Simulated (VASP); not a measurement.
Runs of VASP 6.6.1 on HfC. The structure is that of space group Fm-3m (No. 225), or close to it. The cells are those of the table. 

```tsv
cell	gap on the mesh (eV)	pressure (GPa)
a = 3.288 Å, angles 60.0°, 2 atoms	none	(b)
a = 3.261, b = 3.261, c = 3.233 Å, angles 60.3, 60.3, 59.4°, 2 atoms	none	(a)
a = 3.316, b = 3.316, c = 3.343 Å, angles 59.7, 59.7, 60.5°, 2 atoms	none	-7.7
a = 3.234, b = 3.234, c = 3.178 Å, angles 60.6, 60.6, 58.9°, 2 atoms	none	18.7
a = 3.207, b = 3.207, c = 3.124 Å, angles 60.9, 60.9, 58.3°, 2 atoms	none	31.0
```

Alike in all rows: task single point; level PBE; potentials or basis VASP PAW PBE potentials, release 64 (Hf_pv, C); no spin polarisation; k mesh 13 × 13 × 13; cutoff (eV) 520; smearing methfessel-paxton 0.1 eV.

Q: Estimate the missing entries.

A: (a) 8.2; (b) -0.5.

Caveats: spin-orbit coupling is left out, which moves the levels of the heavy elements.

A k mesh can miss the band edges, and the runs leave out spin-orbit coupling on Hf.

A gap of «none» marks levels without a gap at the run's occupations.
